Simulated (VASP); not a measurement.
# PC4 (C2/m) in VASP: notebook, part 2 of 2

VASP 6.6.1.

**3. Relaxation of cell and atoms, PBE**

INCAR

```
SYSTEM = PC4
PREC = Accurate
ENCUT = 600
EDIFF = 1E-7
ISMEAR = 0
SIGMA = 0.1
LREAL = .FALSE.
LASPH = .TRUE.
NELM = 100
ALGO = Normal
ISIF = 3
LWAVE = .FALSE.
LCHARG = .FALSE.
GGA = PE
IBRION = 2
NSW = 90
EDIFFG = -0.04
```

KPOINTS

```
Automatic mesh
0
G
  6 6 2
  0 0 0
```

POSCAR

```
PC4
1.0
    2.1944152700     -1.5512918500      0.0000000000
    2.1944152700      1.5512918500      0.0000000000
   -0.8753270500      0.0000000000      9.8421142700
P C
1 4
Direct
    0.0000000000      0.0000000000      0.0000000000
    0.6130560000      0.6130560000      0.8219469800
    0.1987099900      0.1987099900      0.6059489800
    0.8012900100      0.8012900100      0.3940510200
    0.3869440000      0.3869440000      0.1780530200
```

Potentials or basis: VASP PAW PBE potentials, release 64 (P, C).

On the command line:

```console
$ cat potpaw_PBE.64/P/POTCAR potpaw_PBE.64/C/POTCAR > POTCAR
$ mpirun -np 1 vasp_std > vasp.out
```

OUTCAR:

```text
SYSTEM = PC4
   PREC = Accurate
   ENCUT = 600
   EDIFF = 1E-7
   ISMEAR = 0
   LREAL = .FALSE.
   LASPH = .TRUE.
   NELM = 100
   ISIF = 3
   GGA = PE
   IBRION = 2
   NSW = 90
   EDIFFG = -0.04

 ion  position               nearest neighbor table
   1  0.000  0.000  0.000-   2 2.33   5 2.33   2 2.43   2 2.43   5 2.43   5 2.43
   2  0.613  0.613  0.822-   1 2.33   1 2.43   1 2.43
   3  0.199  0.199  0.606-
   4  0.801  0.801  0.394-
   5  0.387  0.387  0.178-   1 2.33   1 2.43   1 2.43

  LATTYP: Found a base centered monoclinic cell.
 ALAT       =     4.3888305400
 B/A-ratio  =     0.7069272034
 C/A-ratio  =     2.2513883700
 COS(beta)  =    -0.0885872293

  Lattice vectors:

 A1 = (   2.1944152700,  -1.5512918500,   0.0000000000)
 A2 = (   2.1944152700,   1.5512918500,   0.0000000000)
 A3 = (  -0.8753270500,   0.0000000000,   9.8421142700)

Analysis of symmetry for initial positions (statically):
=====================================================================
 Subroutine PRICEL returns:
 Original cell was already a primitive cell.

 Routine SETGRP: Setting up the symmetry group for a
 base centered monoclinic supercell.

 Subroutine GETGRP returns: Found  4 space group operations
 (whereof  4 operations were pure point group operations)
 out of a pool of  4 trial point group operations.

The static configuration has the point symmetry C_2h.

Analysis of symmetry for dynamics (positions and initial velocities):
=====================================================================
 Subroutine PRICEL returns:
 Original cell was already a primitive cell.

 Routine SETGRP: Setting up the symmetry group for a
 base centered monoclinic supercell.

 Subroutine GETGRP returns: Found  4 space group operations
 (whereof  4 operations were pure point group operations)
 out of a pool of  4 trial point group operations.

The dynamic configuration has the point symmetry C_2h.

 Subroutine INISYM returns: Found  4 space group operations
 (whereof  4 operations are pure point group operations),
 and found     1 'primitive' translations

----------------------------------------------------------------------------------------

                                     Primitive cell

  volume of cell :      67.0086

[... 108 lines left out ...]
   EFERMI =   0.00;   METHOD = LEGACY
   ISMEAR =     0;   SIGMA  =   0.10  broadening in eV -4-tet -1-fermi 0-gaus
   EFERMI_NEDOS =   21; number of points for ismear=-14 and -15
   IALGO  =     38    algorithm
   IMIX   =      4    mixing-type and parameters
     AMIX     =   0.40;   BMIX     =  1.00
     AMIX_MAG =   1.60;   BMIX_MAG =  1.00
  volume/ion in A,a.u.               =      13.40        90.44
  Fermi-wavevector in a.u.,A,eV,Ry     =   1.111999  2.101373 16.824169  1.236542
  Thomas-Fermi vector in A             =   2.248568
   LORBIT       =      0    0 simple, 1 ext, 2 COOP (PROOUT), +10 PAW based schemes
   GGA     = PE    functional components
   LHFCALC =     F    Hartree Fock is set to
   AEXX    =    0.0000 exact exchange contribution
   IVDW    =     0    specifies the selected vdW correction
   LEPSILON=     F    determine dielectric tensor
   LRPA    =     F    only Hartree local field effects (RPA)
 conjugate gradient relaxation of ions
 non-spin polarized calculation
 Gauss-broadening in eV      SIGMA  =   0.10
  energy-cutoff  :      600.00
  volume of cell :       67.01
 maximum number of plane-waves:      2266
 NGX is ok and might be reduce to    24
   NGX = 11   NGY = 11   NGZ = 39

--------------------------------------- Ionic step        1  -------------------------------------------

 number of electron      21.0000000 magnetization

 Free energy of the ion-electron system (eV)
  ---------------------------------------------------
  ext. energy  EPLUGINS =         0.00000000
  ---------------------------------------------------
  free energy    TOTEN  =       -20.81936349 eV

  energy without entropy =      -20.80051898  energy(sigma->0) =      -20.80994123

 E-fermi :   3.2494     XC(G=0): -10.2444

 val. band max:        3.2408163746   @ k =   0.1667   0.1667   0.0000
 cond. band min:       3.2540365369   @ k =   0.1667   0.1667   0.5000
 fundamental gap:      0.0132201623
 Fermi energy:         3.2493668765
[... 926 lines left out ...]
      3      -4.2437      2.00000
      4      -2.1096      2.00000
      5       0.8818      2.00000
      6       1.9979      2.00000
      7       2.5922      2.00000
      8       3.5371      2.00000
      9       4.8629      2.00000
     10       8.1098      2.00000
     11      12.8455      0.00000
     12      14.4526      0.00000
     13      15.6354      0.00000
     14      16.5843      0.00000

 [... further k-points ...]

[... ionic steps 4 to 75 ...]

--------------------------------------- Ionic step       76  -------------------------------------------

 number of electron      21.0000000 magnetization

------------------------ aborting loop because EDIFF is reached ----------------------------------------
[... 73 lines left out ...]
--------------------------------------- Ionic step       78  -------------------------------------------

 number of electron      21.0000000 magnetization

 Free energy of the ion-electron system (eV)
  ---------------------------------------------------
  ext. energy  EPLUGINS =         0.00000000
  ---------------------------------------------------
  free energy    TOTEN  =       -39.87971330 eV

  energy without entropy =      -39.87168497  energy(sigma->0) =      -39.87569914

 E-fermi :   6.5115     XC(G=0): -11.1421

 val. band max:        6.4026905009   @ k =  -0.1667   0.1667   0.0000
 cond. band min:       6.5220471807   @ k =   0.3333   0.1667   0.5000
 fundamental gap:      0.1193566798
 Fermi energy:         6.5115252096
[... 440 lines left out ...]
  FREE ENERGIE OF THE ION-ELECTRON SYSTEM (eV)
  ---------------------------------------------------
  free  energy   TOTEN  =       -39.8797133037 eV

  energy  without entropy=      -39.8716849690  energy(sigma->0) =      -39.87569914

 reached required accuracy - stopping structural energy minimisation
```

OSZICAR:

```text
N       E                     dE             d eps       ncg     rms          rms(c)
[... 666 lines left out ...]
DAV:   8    -0.398036275036E+02   -0.53821E-07   -0.75640E-08   508   0.234E-03
  60 F= -.39803628E+02 E0= -.39798921E+02  d E =-.154932E+00
       N       E                     dE             d eps       ncg     rms          rms(c)
DAV:   1    -0.398271005538E+02   -0.23473E-01   -0.39061E-01   746   0.574E+00    0.314E-01
DAV:   2    -0.398268378642E+02    0.26269E-03   -0.60636E-03   974   0.696E-01    0.140E-01
DAV:   3    -0.398266047726E+02    0.23309E-03   -0.55542E-04   914   0.197E-01    0.432E-02
DAV:   4    -0.398265804506E+02    0.24322E-04   -0.11499E-04   944   0.823E-02    0.182E-02
DAV:   5    -0.398265794245E+02    0.10261E-05   -0.13420E-05   956   0.292E-02    0.103E-02
DAV:   6    -0.398265795203E+02   -0.95868E-0
```

CONTCAR:

```text
PC4
   1.00000000000000
     2.7282592796919913   -1.2307972566718548   -1.1596460123721430
     2.7282592796919913    1.2307972566718548   -1.1596460123721430
    -2.6374192525017062    0.0000000000000000    8.0344986364184905
  P               C
     1     4
Direct
     0.0000000000000000    0.0000000000000000    0.0000000000000000
     0.7259495714685992    0.7259495714685992    0.7200598936334094
     0.1161884673520490    0.1161884673520490    0.6128845856336013
     0.8838115326479509    0.8838115326479509    0.3871154143663991
     0.2740504285314008    0.2740504285314008    0.2799401063665909

  0.00000000E+00  0.00000000E+00  0.00000000E+00
  0.00000000E+00  0.00000000E+00  0.00000000E+00
  0.00000000E+00  0.00000000E+00  0.00000000E+00
  0.00000000E+00  0.00000000E+00  0.00000000E+00
  0.00000000E+00  0.00000000E+00  0.00000000E+00
```

It took 18 min on 1 thread of Intel Xeon Platinum 8488C (Sapphire Rapids), shared host; peak memory 0.22 GiB.

Results:

```
Free energy                           : -39.8797 eV
Relaxed volume                        : 9.29 Å³/atom
Relaxed cell                          : a = 3.210 Å, b = 3.210 Å, c = 8.456 Å, α = 127.47°, β = 127.47°, γ = 45.09°
Space group after relaxing (to 0.1 Å) : C2/m (No. 12)
Pressure after relaxing               : 0.2 GPa
Largest force after relaxing          : 0.033 eV/Å
Band gap on the k mesh                : zero (an odd number of electrons rules out a gap without spin polarisation)
```

Forces in eV/Å, atoms in the order of the input:
```
P    0.000  0.000  0.000
C   -0.008  0.000  0.031
C   -0.033  0.000  0.006
C    0.033  0.000 -0.006
C    0.008  0.000 -0.031
```

Final structure:
```
P C
1.0
     2.72826   -1.23080   -1.15965
     2.72826    1.23080   -1.15965
    -2.63742    0.00000    8.03450
P C
1 4
Direct
  0.00000 0.00000 0.00000
  0.72595 0.72595 0.72006
  0.11619 0.11619 0.61288
  0.88381 0.88381 0.38712
  0.27405 0.27405 0.27994
```

Caveat: the k points lie up to 0.49 Å⁻¹ apart in the final cell, too coarse for converged energies and pressures of a metal; the volume moved by over 15 % at a fixed basis, so the end points are rough.
